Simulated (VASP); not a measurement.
# Pd (Fm-3m) in VASP: single point with HSE06

Aim: the single point of Pd with HSE06.

All numbers are computed with VASP 6.6.1; they aren't measurements. Logs are shortened: lines on timing, memory, paths and dates and some standing lists are left out, and cuts for length are marked.

## (1) The cell of the first run

It takes space group Fm-3m (No. 225, cubic). The conventional cell has a = 3.873 Å, b = 3.873 Å, c = 3.873 Å, α = 90.00°, β = 90.00°, γ = 90.00°. Within 3.6 Å of Pd (site symmetry m-3m) lie 12 Pd at 2.74 Å.

## (2) Single point, HSE06

File POSCAR:

```
Pd
1.0
    0.0000000000      1.9366037178      1.9366037178
    1.9366037178      0.0000000000      1.9366037178
    1.9366037178      1.9366037178      0.0000000000
Pd
1
Direct
    0.0000000000      0.0000000000      0.0000000000
```

File INCAR.step1:

```
SYSTEM = Pd
PREC = Accurate
ENCUT = 470
EDIFF = 1E-5
ISMEAR = -1
SIGMA = 0.1
LREAL = .FALSE.
LASPH = .TRUE.
NELM = 120
ALGO = Normal
ISIF = 2
LWAVE = .TRUE.
LCHARG = .FALSE.
NBANDS = 15
GGA = PE
GGA_COMPAT = .FALSE.
```

File INCAR.step2:

```
SYSTEM = Pd
PREC = Accurate
ENCUT = 470
EDIFF = 1E-6
ISMEAR = -1
SIGMA = 0.1
LREAL = .FALSE.
LASPH = .TRUE.
NELM = 120
ALGO = Normal
ISIF = 2
LWAVE = .FALSE.
LCHARG = .FALSE.
GGA = PE
LHFCALC = .TRUE.
HFSCREEN = 0.2079
PRECFOCK = Normal
NBANDS = 15
ISTART = 1
GGA_COMPAT = .FALSE.
```

File KPOINTS:

```
Automatic mesh
0
G
  6 6 6
  0 0 0
```

Potentials or basis: VASP PAW PBE potentials, release 64 (Pd_sv_GW).

Run with:

```sh
cat potpaw_PBE.64/Pd_sv_GW/POTCAR > POTCAR
cp INCAR.step1 INCAR
mpirun -np 1 vasp_std > vasp.out
cp INCAR.step2 INCAR
mpirun -np 1 vasp_std > vasp.out
```

OUTCAR:

```text
SYSTEM = Pd
   PREC = Accurate
   ENCUT = 470
   EDIFF = 1E-6
   ISMEAR = -1
   LREAL = .FALSE.
   LASPH = .TRUE.
   NELM = 120
   ISIF = 2
   GGA = PE
   LHFCALC = .TRUE.
   HFSCREEN = 0.2079
   PRECFOCK = Normal
   ISTART = 1

 ion  position               nearest neighbor table
   1  0.000  0.000  0.000-

  LATTYP: Found a face centered cubic cell.
 ALAT       =     3.8732074356

  Lattice vectors:

 A1 = (   0.0000000000,   1.9366037178,   1.9366037178)
 A2 = (   1.9366037178,   0.0000000000,   1.9366037178)
 A3 = (   1.9366037178,   1.9366037178,   0.0000000000)

Analysis of symmetry for initial positions (statically):
=====================================================================
 Subroutine PRICEL returns:
 Original cell was already a primitive cell.

 Routine SETGRP: Setting up the symmetry group for a
 face centered cubic supercell.

 Subroutine GETGRP returns: Found 48 space group operations
 (whereof 48 operations were pure point group operations)
 out of a pool of 48 trial point group operations.

The static configuration has the point symmetry O_h .

Analysis of symmetry for dynamics (positions and initial velocities):
=====================================================================
 Subroutine PRICEL returns:
 Original cell was already a primitive cell.

 Routine SETGRP: Setting up the symmetry group for a
 face centered cubic supercell.

 Subroutine GETGRP returns: Found 48 space group operations
 (whereof 48 operations were pure point group operations)
 out of a pool of 48 trial point group operations.

The dynamic configuration has the point symmetry O_h .

 Subroutine INISYM returns: Found 48 space group operations
 (whereof 48 operations are pure point group operations),
 and found     1 'primitive' translations

----------------------------------------------------------------------------------------

                                     Primitive cell

  volume of cell :      14.5262

  direct lattice vectors                    reciprocal lattice vectors
     0.000000000  1.936603718  1.936603718    -0.258183951  0.258183951  0.258183951
     1.936603718  0.000000000  1.936603718     0.258183951 -0.258183951  0.258183951
     1.936603718  1.936603718  0.000000000     0.258183951  0.258183951 -0.258183951

  length of vectors
     2.738771243  2.738771243  2.738771243     0.447187721  0.447187721  0.447187721

  position of ions in fractional coordinates (direct lattice)
     0.000000000  0.000000000  0.000000000

  ion indices of the primitive-cell ions
   primitive index   ion index
                 1           1

----------------------------------------------------------------------------------------

 KPOINTS: Automatic mesh

Automatic generation of k-mesh.
 Grid dimensions read from file:
 generate k-points for:    6    6    6

 Generating k-lattice:

  Cartesian coordinates                     Fractional coordinates (reciprocal lattice)
    -0.043030659  0.043030659  0.043030659     0.166666667  0.000000000  0.000000000
     0.043030659 -0.043030659  0.043030659     0.000000000  0.166666667  0.000000000
     0.043030659  0.043030659 -0.043030659     0.000000000  0.000000000  0.166666667

  Length of vectors
     0.074531287  0.074531287  0.074531287

  Shift w.r.t. Gamma in fractional coordinates (k-lattice)
     0.000000000  0.000000000  0.000000000

 Subroutine IBZKPT returns following result:
 ===========================================

 Found     16 irreducible k-points:

 Following reciprocal coordinates:
            Coordinates               Weight
  0.000000  0.000000  0.000000      1.000000
  0.166667  0.000000  0.000000      8.000000
  0.333333  0.000000  0.000000      8.000000
  0.500000  0.000000  0.000000      4.000000
  0.166667  0.166667  0.000000      6.000000
  0.333333  0.166667  0.000000     24.000000
[... 8 lines left out ...]
 -0.333333  0.333333  0.166667     24.000000
 -0.333333  0.500000  0.166667     12.000000
   k-points           NKPTS =     16   k-points in BZ     NKDIM =    216   number of bands    NBANDS=     15
   number of dos      NEDOS =    301   number of ions     NIONS =      1
   total plane-waves  NPLWV =   8000
   dimension x,y,z NGX =    20 NGY =   20 NGZ =   20
   dimension x,y,z NGXF=    40 NGYF=   40 NGZF=   40
   ions per type =               1
   NGX,Y,Z   is equivalent  to a cutoff of  12.14, 12.14, 12.14 a.u.
   NGXF,Y,Z  is equivalent  to a cutoff of  24.28, 24.28, 24.28 a.u.
 SYSTEM =  Pd
   PREC   = accura    normal or accurate (medium, high low for compatibility)
   ISTART =      1    job   : 0-new  1-cont  2-samecut
   ICHARG =      0    charge: 1-file 2-atom 10-const
   ISPIN  =      1    spin polarized calculation?
   LNONCOLLINEAR =      F non collinear calculations
   LSORBIT =      F    spin-orbit coupling
   LASPH  =      T    aspherical Exc in radial PAW
   ENCUT  =  470.0 eV  34.54 Ry    5.88 a.u.   4.84  4.84  4.84*2*pi/ulx,y,z
   NELM   =    120;   NELMIN=  2; NELMDL=  0     # of ELM steps
   EDIFF  = 0.1E-05   stopping-criterion for ELM
   LREAL  =      F    real-space projection
   EDIFFG = 0.1E-04   stopping-criterion for IOM
   NSW    =      0    number of steps for IOM
   IBRION =     -1    ionic relax: 0-MD 1-quasi-New 2-CG
   NFREE  =      0    steps in history (QN), initial steepest desc. (CG)
   ISIF   =      2    stress and relaxation
   ISYM   =      3    0-nonsym 1-usesym 2-fastsym
   POTIM  = 0.5000    time-step for ionic-motion
   TEBEG  =    0.0;   TEEND  =   0.0 temperature during run
   PSTRESS=    0.0 pullay stress
   NELECT =      18.0000    total number of electrons
   NUPDOWN=      -1.0000    fix difference up-down
   EMIN   =  10.00;   EMAX   =-10.00  energy-range for DOS
   EFERMI =   0.00;   METHOD = LEGACY
   ISMEAR =    -1;   SIGMA  =   0.10  broadening in eV -4-tet -1-fermi 0-gaus
   EFERMI_NEDOS =   21; number of points for ismear=-14 and -15
   IALGO  =     38    algorithm
   IMIX   =      1    mixing-type and parameters
     AMIX     =   0.40;   BMIX     =  1.00
     AMIX_MAG =   1.60;   BMIX_MAG =  1.00
  volume/ion in A,a.u.               =      14.53        98.03
  Fermi-wavevector in a.u.,A,eV,Ry     =   1.758389  3.322873 42.068277  3.091931
  Thomas-Fermi vector in A             =   2.827557
   LORBIT       =      0    0 simple, 1 ext, 2 COOP (PROOUT), +10 PAW based schemes
   GGA     = PE    functional components
   LHFCALC =     T    Hartree Fock is set to
   PRECFOCK=normal    Normal, Fast or Accurate (Low or Medium for compatibility)
   ENCUT4O =  -1.0   cutoff for four orbital integrals eV
   NKREDX  =     1    reduce k-point grid by
   NKREDY  =     1    reduce k-point grid by
   NKREDZ  =     1    reduce k-point grid by
   AEXX    =    0.2500 exact exchange contribution
   HFSCREEN=    0.2079 screening length (either q_TF or 0.3 A-1)
   HFSCREENC=   0.2079 screening length for correlation (either q_TF or 0.3 A-1)
   ENCUTFOCK=  -1.0 apply spherical cutoff to Coloumb kernel
   IVDW    =     0    specifies the selected vdW correction
   LEPSILON=     F    determine dielectric tensor
   LRPA    =     F    only Hartree local field effects (RPA)
 non-spin polarized calculation
  energy-cutoff  :      470.00
  volume of cell :       14.53
 maximum number of plane-waves:       347
  NGX = 16; NGY = 16; NGZ = 16

 number of electron      17.9999999 magnetization

 Free energy of the ion-electron system (eV)
  ---------------------------------------------------
  ext. energy  EPLUGINS =         0.00000000
  ---------------------------------------------------
  free energy    TOTEN  =        -3.02512173 eV

  energy without entropy =       -2.96956289  energy(sigma->0) =       -2.99734231

 E-fermi :   7.8991     XC(G=0): -11.0482

 val. band max:        7.8681651039   @ k =   0.5000   0.1667   0.0000
 cond. band min:       8.0099948867   @ k =   0.3333   0.3333   0.0000
 fundamental gap:      0.1418297829
 Fermi energy:         7.8991170746

 k-point     1 :       0.0000    0.0000    0.0000
  band No.  band energies     occupation
      1     -80.5504      2.00000
      2     -44.6380      2.00000
      3     -44.6380      2.00000
      4     -44.6380      2.00000
      5       0.3716      2.00000
      6       4.5155      2.00000
      7       4.5155      2.00000
      8       4.5155      2.00000
      9       6.1199      2.00000
     10       6.1199      2.00000
     11      26.4391      0.00000
     12      31.4500      0.00000
     13      31.4500      0.00000
     14      31.4500      0.00000
     15      37.1234      0.00000

 k-point     2 :       0.1667    0.0000    0.0000
  band No.  band energies     occupation
      1     -80.5332      2.00000
      2     -44.7684      2.00000
      3     -44.6583      2.00000
      4     -44.6583      2.00000
      5       1.4136      2.00000
      6       4.3183      2.00000
      7       4.8007      2.00000
      8       4.8007      2.00000
      9       6.0923      2.00000
     10       6.0923      2.00000
     11      26.8515      0.00000
     12      27.8706      0.00000
     13      32.6521      0.00000
     14      32.6521      0.00000
     15      36.3722      0.00000

 k-point     3 :       0.3333    0.0000    0.0000
  band No.  band energies     occupation
      1     -80.4989      2.00000
      2     -45.0295      2.00000
      3     -44.6998      2.00000
      4     -44.6998      2.00000
      5       2.1558      2.00000
      6       4.6110      2.00000
      7       4.6110      2.00000
      8       6.3901      2.00000
      9       7.0338      1.99965
     10       7.0339      1.99965
     11      21.1351      0.00000
     12      26.8255      0.00000
     13      32.7375      0.00000
     14      32.7375      0.00000
     15      36.1326      0.00000
[... 199 lines left out ...]
 k-point    15 :      -0.3333    0.3333    0.1667
  band No.  band energies     occupation
      1     -80.4646      2.00000
      2     -45.0473      2.00000
      3     -44.9190      2.00000
      4     -44.7945      2.00000
      5       3.1764      2.00000
      6       3.4766      2.00000
      7       4.5237      2.00000
      8       5.9269      2.00000
      9       7.8245      1.35690
     10      15.6323      0.00000
     11      17.1319      0.00000
     12      23.4371      0.00000
     13      23.7723      0.00000
     14      32.3951      0.00000
     15      36.0122      0.00000

 k-point    16 :      -0.3333    0.5000    0.1667
  band No.  band energies     occupation
      1     -80.4591      2.00000
      2     -45.0603      2.00000
      3     -44.9134      2.00000
      4     -44.8437      2.00000
      5       2.4284      2.00000
      6       2.9183      2.00000
      7       5.5503      2.00000
      8       6.5521      2.00000
      9       8.3780      0.01650
     10      15.8932      0.00000
     11      20.2036      0.00000
     12      20.5728      0.00000
     13      21.4051      0.00000
     14      33.3856      0.00000
     15      36.4714      0.00000

------------------------ aborting loop because EDIFF is reached ----------------------------------------

  FORCE on cell =-STRESS in cart. coord.  units (eV):
  Direction    XX          YY          ZZ          XY          YZ          ZX
  --------------------------------------------------------------------------------------
  -------------------------------------------------------------------------------------
  Total        0.0325580      0.0325580      0.0325580      0.0000000      0.0000000      0.0000000
  in kB        3.5910054      3.5910054      3.5910054      0.0000000      0.0000000      0.0000000
  external PRESSURE =       3.5910054 kB  Pullay stress =       0.0000000 kB

 VOLUME and BASIS-vectors are now :
 -----------------------------------------------------------------------------
  energy-cutoff  :      470.00
  volume of cell :       14.53
      direct lattice vectors                 reciprocal lattice vectors
     0.000000000  1.936603718  1.936603718    -0.258183951  0.258183951  0.258183951
     1.936603718  0.000000000  1.936603718     0.258183951 -0.258183951  0.258183951
     1.936603718  1.936603718  0.000000000     0.258183951  0.258183951 -0.258183951

 POSITION                                       TOTAL-FORCE (eV/Angst)
 -----------------------------------------------------------------------------------
      0.00000      0.00000      0.00000        -0.000000     -0.000000     -0.000000
 -----------------------------------------------------------------------------------
    total drift:                                0.000000      0.000000      0.000001

  FREE ENERGIE OF THE ION-ELECTRON SYSTEM (eV)
  ---------------------------------------------------
  free  energy   TOTEN  =        -3.0251217323 eV

  energy  without entropy=       -2.9695628905  energy(sigma->0) =       -2.99734231
```

Wall time 30 min (1 thread of AMD EPYC 7R43 (Zen 3), shared host); peak memory 0.2 GiB.

Results:

- Free energy: -3.0251 eV
- Pressure: 0.4 GPa
- Band gap on the k mesh: zero (bands 9 and 10 overlap by 2.30 eV)

Caveat: the k points lie up to 0.47 Å⁻¹ apart, too coarse for converged energies and pressures of a metal; the PAW data sets were made with another functional, which shifts forces and pressure a little.

The gap in the log of VASP goes by the Fermi energy; the results here count the filled bands.